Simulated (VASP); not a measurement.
# Hf (Pm-3n) in VASP: single point with LDA

Aim: the single point of Hf with LDA.

Everything below comes from runs of VASP 6.6.1. Logs are shortened: lines on timing, memory, paths and dates and some standing lists are left out, and cuts for length are marked.

## Step 1: The cell of the first run

It takes space group Pm-3n (No. 223, cubic). The conventional cell has a = 5.487 Å, b = 5.487 Å, c = 5.487 Å, α = 90.00°, β = 90.00°, γ = 90.00°. Within 4.0 Å of Hf (site symmetry m-3) lie 12 Hf at 3.07 Å. Hf (site symmetry -4m2) has 14 Hf at 2.74 to 3.36 Å within 3.6 Å.

## Step 2: Single point, LDA

Input file INCAR:

```
  ALGO = Normal
  EDIFF = 1E-7
  ENCUT = 520
  ISIF = 2
  ISMEAR = -1
  LASPH = True
  LCHARG = True
  LELF = True
  LREAL = False
  LVHAR = True
  LWAVE = False
  NBANDS = 50
  NELM = 100
  PREC = Accurate
  SIGMA = 0.1
```

Input file KPOINTS:

```
k-points
0
Gamma
  6 6 6
```

Input file POSCAR:

```
Hf
1.0
    5.4868153829      0.0000000000      0.0000000000
    0.0000000000      5.4868153829      0.0000000000
    0.0000000000      0.0000000000      5.4868153829
Hf
8
Direct
    0.0000000000      0.0000000000      1.0000000000
    0.5000000000      0.5000000000      0.5000000000
    0.2500000000      1.0000000000      0.5000000000
    0.7500000000      1.0000000000      0.5000000000
    0.5000000000      0.2500000000      0.0000000000
    0.5000000000      0.7500000000      0.0000000000
    0.0000000000      0.5000000000      0.2500000000
    0.0000000000      0.5000000000      0.7500000000
```

Potentials or basis: VASP PAW LDA potentials, release 64 (Hf_pv).

Command:

```bash
$ cat potpaw_LDA.64/Hf_pv/POTCAR > POTCAR
$ mpirun -np 1 vasp_std > vasp.out
```

OUTCAR:

```text
EDIFF = 1E-7
   ENCUT = 520
   ISIF = 2
   ISMEAR = -1
   LASPH = True
   LREAL = False
   NELM = 100
   PREC = Accurate

 ion  position               nearest neighbor table
   1  0.000  0.000  0.000-   3 3.07   4 3.07   5 3.07   6 3.07   7 3.07   8 3.07   3 3.07   4 3.07
                             7 3.07   8 3.07   5 3.07   6 3.07
   2  0.500  0.500  0.500-   3 3.07   4 3.07   5 3.07   6 3.07   7 3.07   8 3.07   5 3.07   6 3.07
                             3 3.07   4 3.07   7 3.07   8 3.07
   3  0.250  0.000  0.500-   4 2.74   4 2.74   1 3.07   1 3.07   2 3.07   2 3.07   8 3.36   5 3.36
                             5 3.36   6 3.36   6 3.36   7 3.36   8 3.36   7 3.36
   4  0.750  0.000  0.500-   3 2.74   3 2.74   1 3.07   1 3.07   2 3.07   2 3.07   8 3.36   5 3.36
                             5 3.36   6 3.36   6 3.36   7 3.36   8 3.36   7 3.36
   5  0.500  0.250  0.000-   6 2.74   6 2.74   1 3.07   2 3.07   2 3.07   1 3.07   8 3.36   4 3.36
                             3 3.36   4 3.36   3 3.36   7 3.36   7 3.36   8 3.36
   6  0.500  0.750  0.000-   5 2.74   5 2.74   1 3.07   2 3.07   2 3.07   1 3.07   8 3.36   4 3.36
                             3 3.36   4 3.36   3 3.36   7 3.36   7 3.36   8 3.36
   7  0.000  0.500  0.250-   8 2.74   8 2.74   1 3.07   2 3.07   1 3.07   2 3.07   3 3.36   4 3.36
                             5 3.36   3 3.36   4 3.36   6 3.36   5 3.36   6 3.36
   8  0.000  0.500  0.750-   7 2.74   7 2.74   1 3.07   2 3.07   1 3.07   2 3.07   3 3.36   4 3.36
                             5 3.36   3 3.36   4 3.36   6 3.36   5 3.36   6 3.36

  LATTYP: Found a simple cubic cell.
 ALAT       =     5.4868153829

  Lattice vectors:

 A1 = (   5.4868153829,   0.0000000000,   0.0000000000)
 A2 = (   0.0000000000,   5.4868153829,   0.0000000000)
 A3 = (   0.0000000000,   0.0000000000,   5.4868153829)

Analysis of symmetry for initial positions (statically):
=====================================================================
 Subroutine PRICEL returns:
 Original cell was already a primitive cell.

 Routine SETGRP: Setting up the symmetry group for a
 simple cubic supercell.

 Subroutine GETGRP returns: Found 48 space group operations
 (whereof 24 operations were pure point group operations)
 out of a pool of 48 trial point group operations.

The static configuration has the point symmetry T_h .
 The point group associated with its full space group is O_h .

Analysis of symmetry for dynamics (positions and initial velocities):
=====================================================================
 Subroutine PRICEL returns:
 Original cell was already a primitive cell.

 Routine SETGRP: Setting up the symmetry group for a
 simple cubic supercell.

 Subroutine GETGRP returns: Found 48 space group operations
 (whereof 24 operations were pure point group operations)
[... 122 lines left out ...]
   NUPDOWN=      -1.0000    fix difference up-down
   EMIN   =  10.00;   EMAX   =-10.00  energy-range for DOS
   EFERMI =   0.00;   METHOD = LEGACY
   ISMEAR =    -1;   SIGMA  =   0.10  broadening in eV -4-tet -1-fermi 0-gaus
   EFERMI_NEDOS =   21; number of points for ismear=-14 and -15
   IALGO  =     38    algorithm
   IMIX   =      4    mixing-type and parameters
     AMIX     =   0.40;   BMIX     =  1.00
     AMIX_MAG =   1.60;   BMIX_MAG =  1.00
  volume/ion in A,a.u.               =      20.65       139.34
  Fermi-wavevector in a.u.,A,eV,Ry     =   1.285635  2.429499 22.488503  1.652858
  Thomas-Fermi vector in A             =   2.417758
   LORBIT       =      0    0 simple, 1 ext, 2 COOP (PROOUT), +10 PAW based schemes
   GGA     = CA    functional components
   LHFCALC =     F    Hartree Fock is set to
   AEXX    =    0.0000 exact exchange contribution
   IVDW    =     0    specifies the selected vdW correction
   LEPSILON=     F    determine dielectric tensor
   LRPA    =     F    only Hartree local field effects (RPA)
 non-spin polarized calculation
  energy-cutoff  :      520.00
  volume of cell :      165.18
 maximum number of plane-waves:      4480
 NGX is ok and might be reduce to    42
   NGX = 21   NGY = 21   NGZ = 21

 number of electron      79.9999995 magnetization

 Free energy of the ion-electron system (eV)
  ---------------------------------------------------
  ext. energy  EPLUGINS =         0.00000000
  ---------------------------------------------------
  free energy    TOTEN  =       -84.17727109 eV

  energy without entropy =      -83.69382601  energy(sigma->0) =      -83.93554855

 E-fermi :   4.8409     XC(G=0): -11.8238

 val. band max:        4.8399835321   @ k =   0.5000   0.1667   0.0000
 cond. band min:       4.8451675483   @ k =   0.5000   0.5000   0.0000
 fundamental gap:      0.0051840163
 Fermi energy:         4.8409000550

 k-point     1 :       0.0000    0.0000    0.0000
  band No.  band energies     occupation
      1     -25.6613      2.00000
      2     -25.6613      2.00000
      3     -25.5314      2.00000
      4     -25.3088      2.00000
      5     -25.3088      2.00000
      6     -25.3088      2.00000
[... 1049 lines left out ...]
     49       8.5997      0.00000
     50       8.5997      0.00000

------------------------ aborting loop because EDIFF is reached ----------------------------------------

  FORCE on cell =-STRESS in cart. coord.  units (eV):
  Direction    XX          YY          ZZ          XY          YZ          ZX
  --------------------------------------------------------------------------------------
  -------------------------------------------------------------------------------------
  Total       -0.0266847     -0.0266847     -0.0266847     -0.0000000     -0.0000000     -0.0000000
  in kB       -0.2588288     -0.2588288     -0.2588288     -0.0000000     -0.0000000     -0.0000000
  external PRESSURE =      -0.2588288 kB  Pullay stress =       0.0000000 kB

 VOLUME and BASIS-vectors are now :
 -----------------------------------------------------------------------------
  energy-cutoff  :      520.00
  volume of cell :      165.18
      direct lattice vectors                 reciprocal lattice vectors
     5.486815383  0.000000000  0.000000000     0.182255084  0.000000000  0.000000000
     0.000000000  5.486815383  0.000000000     0.000000000  0.182255084  0.000000000
     0.000000000  0.000000000  5.486815383     0.000000000  0.000000000  0.182255084

 POSITION                                       TOTAL-FORCE (eV/Angst)
 -----------------------------------------------------------------------------------
      0.00000      0.00000      0.00000         0.000000      0.000000      0.000000
      2.74341      2.74341      2.74341         0.000000      0.000000      0.000000
      1.37170      0.00000      2.74341         0.000000     -0.000000      0.000000
      4.11511      0.00000      2.74341        -0.000000     -0.000000     -0.000000
      2.74341      1.37170      0.00000         0.000000      0.000000      0.000000
      2.74341      4.11511      0.00000         0.000000      0.000000     -0.000000
      0.00000      2.74341      1.37170        -0.000000      0.000000      0.000000
      0.00000      2.74341      4.11511         0.000000     -0.000000     -0.000000
 -----------------------------------------------------------------------------------
    total drift:                                0.000000     -0.000000     -0.000000

  FREE ENERGIE OF THE ION-ELECTRON SYSTEM (eV)
  ---------------------------------------------------
  free  energy   TOTEN  =       -84.1772710945 eV

  energy  without entropy=      -83.6938260141  energy(sigma->0) =      -83.93554855
```

stdout:

```text
POSCAR found type information on POSCAR Hf
 POSCAR found :  1 types and       8 ions
 scaLAPACK will be used
 LDA part: xc-table for (Slater(with rela. corr.)+CA(PZ))
 , standard interpolation
 POSCAR, INCAR and KPOINTS ok, starting setup
 FFT: planning ... GRIDC
 FFT: planning ... GRID_SOFT
 FFT: planning ... GRID
 WAVECAR not read
 entering main loop
```

It took 4.5 min on 1 thread of AMD EPYC 7R13, shared host; peak memory 0.24 GiB.

What came out:

- Free energy: -84.1773 eV
- Pressure: 0.0 GPa
- Band gap on the k mesh: zero (bands 40 and 41 overlap by 0.56 eV)

Caveat: spin-orbit coupling is left out, which moves the levels of the heavy elements.
